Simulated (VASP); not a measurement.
Wanted: the native input for a VASP 6.6.1 run.

| Quantity | Value |
| --- | --- |
| Task | relaxation of volume and atoms at fixed shape |
| Functional | PBEsol |
| Potentials or basis | VASP PAW PBE potentials, release 64 (Ba_sv, O) |
| Cutoff | 600 eV |
| k mesh | 5 × 5 × 5 |
| Occupations | gaussian, width 0.01 eV |
| Spin | no spin polarisation |
| Dipole correction | no |
| Further INCAR settings | ALGO = Normal; EDIFF = 1e-07; IBRION = 2; EDIFFG = -0.02; NSW = 60; ISIF = 8 |

The structure of BaO lies in POSCAR:

```
BaO
1.0
    0.0000000000      2.7500000000      2.7500000000
    2.7500000000      0.0000000000      2.7500000000
    2.7500000000      2.7500000000      0.0000000000
Ba O
1 1
Direct
    0.0000000000      0.0000000000      0.0000000000
    0.5000000000      0.5000000000      0.5000000000
```

The input as run:

INCAR

```
PREC     = Accurate       # precision mode
ENCUT    = 600            # plane-wave cutoff, eV
EDIFF    = 1E-7           # SCF threshold, eV
ISMEAR   = 0              # smearing method
SIGMA    = 0.01           # smearing width, eV
LREAL    = F              # projectors in reciprocal space
LASPH    = T              # aspherical terms in the spheres
NELM     = 120            # most SCF steps
ALGO     = Normal         # electronic algorithm
ISIF     = 8              # what is computed and relaxed
LWAVE    = F              # write WAVECAR
LCHARG   = F              # write CHGCAR
GGA      = PS             # functional
IBRION   = 2              # ionic algorithm
NSW      = 60             # ionic steps
EDIFFG   = -0.02          # ionic threshold
GGA_COMPAT= F            
NELMIN   = 4
```

KPOINTS

```
regular mesh
0
Gamma
  5 5 5
```

Potentials or basis: VASP PAW PBE potentials, release 64 (Ba_sv, O).

Run with:

```sh
$ cat potpaw_PBE.64/Ba_sv/POTCAR potpaw_PBE.64/O/POTCAR > POTCAR
$ mpirun -np 1 vasp_std > vasp.out
```

Results of the run:

```
Relaxed volume                         : 21.16 Å³/atom
Relaxed cell                           : a = 3.912 Å, b = 3.912 Å, c = 3.912 Å, α = 60.00°, β = 60.00°, γ = 60.00°
Space group after relaxing (to 0.05 Å) : Fm-3m (No. 225)
Energy gained by relaxing              : 1.6 meV/atom
Ionic steps                            : 3
Pressure after relaxing                : 0.0 GPa
Band gap on the k mesh                 : 2.12 eV, indirect (least direct gap 2.24 eV)
```

Caveat: the PAW data sets were made with another functional, which shifts forces and pressure a little; spin-orbit coupling is left out, which moves the levels of the heavy elements.

Run time: 19 s on 1 thread of Intel(R) Xeon(R) Platinum 8488C (Sapphire Rapids) (shared host), peak memory 0.18 GiB.
